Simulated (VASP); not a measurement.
Input of a VASP 6.6.1 run:

The input INCAR:

```
ALGO = Normal
EDIFF = 1E-6
EDIFFG = -0.01
ENCUT = 600
GGA = PE
IBRION = 2
ISIF = 3
ISMEAR = 0
LASPH = T
LCHARG = F
LREAL = F
LWAVE = F
NELM = 100
NSW = 100
PREC = Accurate
SIGMA = 0.1
```

The input KPOINTS:

```
k-points
0
Gamma
  12 12 12
```

The input POSCAR:

```
CsNb2
1.0
    0.0000000000      3.2597235682      3.2597235682
    3.2597235682      0.0000000000      3.2597235682
    3.2597235682      3.2597235682      0.0000000000
Cs Nb
1 2
Direct
    0.0000000000      0.0000000000      0.0000000000
    0.2500000000      0.2500000000      0.2500000000
    0.7500000000      0.7500000000      0.7500000000
```

Potentials or basis: VASP PAW PBE potentials, release 64 (Cs_sv, Nb_sv).

Run with:

```sh
$ cat potpaw_PBE.64/Cs_sv/POTCAR potpaw_PBE.64/Nb_sv/POTCAR > POTCAR
$ mpirun -np 1 vasp_std > vasp.out
```

(1) Estimate the relaxed volume.

(2) Estimate the relaxed cell.

(3) Estimate the space group after relaxing (to 0.05 Å).

## Answers

(1) 23.97 Å³/atom.

(2) a = 4.668 Å, b = 4.668 Å, c = 4.668 Å, α = 60.00°, β = 60.00°, γ = 60.00°.

(3) Fm-3m (No. 225).
